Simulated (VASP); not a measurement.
# Si48C47 (a cell with a defect): single point with PBEsol

System: Si48C47 (a cell with a defect).

```
Si C
1.0
     9.23420    0.00000    0.00000
     0.00000   10.66274    0.00000
     0.00000    0.00000   10.07595
Si C
48 47
Direct
  0.99886 0.99815 0.50005
  0.33145 0.99794 0.50097
  0.16055 0.24773 0.50027
  0.99884 0.50005 0.49860
  0.66166 0.00378 0.50044
  0.47943 0.25818 0.50804
  0.33327 0.48089 0.50732
  0.16932 0.74421 0.50026
  0.82894 0.25067 0.49948
  0.66323 0.49871 0.47953
  0.50079 0.74767 0.49943
  0.83349 0.75165 0.49817
  0.99962 0.16689 0.25009
  0.33342 0.16854 0.25157
  0.17012 0.41673 0.25023
  0.00216 0.66744 0.24884
  0.66567 0.16950 0.25249
  0.51750 0.42578 0.25463
  0.33660 0.66539 0.25213
  0.16783 0.91670 0.25079
  0.83855 0.41756 0.24582
  0.67048 0.67003 0.24562
  0.50025 0.91742 0.25018
  0.83396 0.91846 0.24955
  0.16518 0.08257 0.75062
  0.99777 0.33286 0.74967
  0.49827 0.08244 0.75271
  0.33030 0.33216 0.75470
  0.16468 0.58270 0.75125
  0.99975 0.83243 0.74918
  0.83201 0.08309 0.74974
  0.66357 0.33267 0.74783
  0.49795 0.58208 0.74770
  0.33275 0.83242 0.75007
  0.83021 0.58225 0.74278
  0.66575 0.83337 0.74920
  0.00015 0.99999 0.99987
  0.33318 0.00035 0.00105
  0.16554 0.24987 0.00123
  0.00048 0.50062 0.99785
  0.66665 0.00078 0.00113
  0.50002 0.25235 0.00280
  0.33573 0.49965 0.00195
  0.16787 0.75001 0.00056
  0.83268 0.25022 0.99902
  0.66932 0.50148 0.99503
  0.50048 0.75020 0.99897
  0.83435 0.75035 0.99714
  0.00124 0.00047 0.18746
  0.33401 0.00153 0.18822
  0.16664 0.25038 0.18812
  0.00465 0.50113 0.18530
  0.66696 0.00194 0.18887
  0.50136 0.25514 0.19283
  0.33997 0.49943 0.19179
  0.16994 0.75013 0.18833
  0.83348 0.25032 0.18644
  0.67682 0.50495 0.17900
  0.50129 0.75086 0.18641
  0.83680 0.75228 0.18488
  0.99864 0.99921 0.68737
  0.33198 0.99911 0.68849
  0.16426 0.24921 0.68813
  0.99847 0.49925 0.68566
  0.66460 0.00038 0.68775
  0.49570 0.24814 0.69314
  0.32977 0.49807 0.69242
  0.16636 0.74839 0.68740
  0.83104 0.24987 0.68682
  0.65972 0.49684 0.67543
  0.49948 0.74920 0.68678
  0.83201 0.75011 0.68511
  0.99497 0.16458 0.43813
  0.32601 0.16355 0.43872
  0.16234 0.41367 0.43740
  0.00020 0.66650 0.43690
  0.65599 0.17533 0.44035
  0.33880 0.65525 0.44010
  0.16652 0.91235 0.43891
  0.83501 0.41563 0.43357
  0.66847 0.66900 0.43348
  0.49806 0.91563 0.43825
  0.83032 0.91931 0.43757
  0.16650 0.08347 0.93848
  0.99954 0.33350 0.93760
  0.49977 0.08439 0.94125
  0.33217 0.33314 0.94160
  0.16805 0.58334 0.93940
  0.00131 0.83341 0.93716
  0.83320 0.08339 0.93781
  0.66632 0.33425 0.93643
  0.50101 0.58335 0.93618
  0.33381 0.83366 0.93794
  0.83436 0.58404 0.93148
  0.66700 0.83420 0.93750
```

| Quantity | Value |
| --- | --- |
| Program | VASP 6.6.1 |
| Task | single point |
| Functional | PBEsol |
| Potentials or basis | VASP PAW PBE potentials, release 64 (Si, C) |
| Cutoff | 520 eV |
| k mesh | 1 × 1 × 1, shifted |
| Occupations | fermi-dirac, width 0.05 eV |
| Spin | no spin polarisation |

```
Pressure               : -0.2 GPa
Largest force          : 0.078 eV/Å
Band gap on the k mesh : 1.08 eV
```

Forces in eV/Å, atoms in the order of the input:
```
Si  -0.001 -0.007  0.005
Si   0.000 -0.001  0.012
Si   0.006 -0.010  0.004
Si   0.013  0.008  0.007
Si   0.008 -0.013  0.008
Si  -0.013  0.000  0.005
Si   0.019 -0.008  0.010
Si  -0.006 -0.008  0.011
Si   0.006 -0.018  0.018
Si   0.012  0.009  0.020
Si  -0.003  0.005  0.001
Si  -0.004 -0.017  0.000
Si   0.016 -0.005 -0.001
Si   0.018 -0.001 -0.007
Si   0.013 -0.009 -0.009
Si   0.009 -0.005  0.008
Si   0.003 -0.011 -0.007
Si   0.009 -0.004 -0.009
Si   0.011 -0.004 -0.007
Si   0.006  0.002 -0.002
Si   0.009  0.004  0.000
Si   0.014 -0.013  0.008
Si   0.004 -0.006 -0.001
Si   0.014 -0.006 -0.001
Si  -0.004 -0.008  0.003
Si  -0.015  0.006  0.000
Si  -0.007 -0.006  0.012
Si  -0.009 -0.014  0.006
Si   0.013  0.007  0.008
Si  -0.018 -0.007 -0.005
Si  -0.011 -0.003 -0.001
Si  -0.008 -0.004  0.004
Si  -0.003  0.006 -0.006
Si  -0.003 -0.004 -0.002
Si  -0.022 -0.008 -0.003
Si  -0.006 -0.010  0.003
Si   0.005  0.000 -0.003
Si   0.005  0.000 -0.007
Si   0.006  0.001 -0.003
Si   0.014 -0.013 -0.001
Si   0.001 -0.002 -0.008
Si   0.001  0.002  0.000
Si   0.020 -0.006  0.011
Si   0.006  0.005 -0.002
Si   0.003  0.001 -0.004
Si  -0.001 -0.007 -0.004
Si   0.004  0.001 -0.009
Si  -0.006  0.008 -0.009
C   -0.008  0.003 -0.001
C   -0.004 -0.003  0.004
C   -0.015 -0.001 -0.001
C   -0.008  0.006 -0.008
C   -0.004  0.016  0.003
C   -0.017 -0.015  0.002
C   -0.018  0.009  0.008
C   -0.014 -0.003  0.002
C   -0.012  0.004  0.013
C   -0.006  0.007  0.010
C   -0.010  0.002  0.005
C   -0.013  0.009  0.005
C    0.017 -0.003 -0.006
C    0.016 -0.003 -0.005
C    0.019  0.004 -0.014
C   -0.010 -0.012  0.010
C    0.007  0.012 -0.004
C    0.013  0.002 -0.004
C    0.008  0.012 -0.003
C    0.007 -0.002 -0.002
C    0.014  0.002 -0.006
C    0.027  0.000 -0.019
C    0.012 -0.006 -0.004
C    0.029  0.011  0.013
C   -0.020  0.021 -0.008
C   -0.015  0.014 -0.002
C   -0.011 -0.019 -0.013
C   -0.020  0.001 -0.002
C   -0.003 -0.001 -0.009
C   -0.007  0.024 -0.012
C   -0.005  0.043 -0.020
C   -0.043  0.064  0.014
C   -0.009  0.007 -0.012
C   -0.004 -0.002 -0.001
C   -0.016 -0.021 -0.008
C    0.001  0.006  0.003
C    0.000 -0.001  0.007
C    0.001 -0.019 -0.020
C    0.006  0.001  0.003
C   -0.013 -0.003  0.011
C    0.002 -0.003  0.008
C   -0.003  0.003  0.005
C   -0.003  0.006  0.004
C    0.006 -0.002  0.014
C   -0.001  0.006  0.006
C   -0.008 -0.005 -0.022
C    0.005  0.001  0.000
```

Stress tensor (GPa, compression positive):
```
 0.20  1.26 -1.45
 1.26 -0.91 -0.89
-1.45 -0.89  0.15
```

Levels at points of the mesh, in eV from the valence-band top:
```csv
k point,band 186,band 187,band 188,band 189,band 190,band 191,band 192,band 193,band 194,band 195
"(0.25, 0.25, 0.25)",-1.60,-1.56,-1.38,-1.22,-0.01,1.12,1.31,1.60,1.73,1.88
```

Wall time 31 min on 1 thread of AMD EPYC 7R43 64-Core Processor (Zen 3) (shared host), peak memory 1.1 GiB.

Caveat: the PAW data sets were made with another functional, which shifts forces and pressure a little.
